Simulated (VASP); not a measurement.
Write the native input for VASP 6.6.1 that does the following.

```
Task                   : single point
Functional             : PBE
Potentials or basis    : VASP PAW PBE potentials, release 64 (Sn_d)
Cutoff                 : 520 eV
k mesh                 : 10 × 10 × 10
Occupations            : fermi-dirac, width 0.05 eV
Spin                   : no spin polarisation
Dipole correction      : no
Further INCAR settings : ALGO = Normal; EDIFF = 1e-06; NBANDS = 13
```

The structure of Sn lies in POSCAR:

```
Sn
1.0
   -2.0291894110      2.0291894110      1.6607599896
    2.0291894110     -2.0291894110      1.6607599896
    2.0291894110      2.0291894110     -1.6607599896
Sn
1
Direct
    0.0000000000      0.0000000000      0.0000000000
```

The input as run:

INCAR

```
ALGO = Normal ; EDIFF = 1E-6
ENCUT = 520 ; GGA = PE
ISIF = 2 ; ISMEAR = -1
LASPH = True ; LCHARG = False
LREAL = False ; LWAVE = False
NBANDS = 13 ; NELM = 80
PREC = Accurate ; SIGMA = 0.05
```

KPOINTS

```
k-points
0
Gamma
  10 10 10
```

Potentials or basis: VASP PAW PBE potentials, release 64 (Sn_d).

Launch:

```sh
$ cat potpaw_PBE.64/Sn_d/POTCAR > POTCAR
$ mpirun -np 1 vasp_std > vasp.out
```

Results of the run:

```
Pressure               : 0.8 GPa
Band gap on the k mesh : zero (band 7 reaches 14.75 eV, above the bottom of band 8 at 5.95 eV)
```

Caveat: spin-orbit coupling is left out, which moves the levels of the heavy elements.

Wall time 39 s on 1 thread of AMD EPYC 7R43 64-Core Processor (Zen 3), with other jobs on the host, peak memory 0.14 GiB.
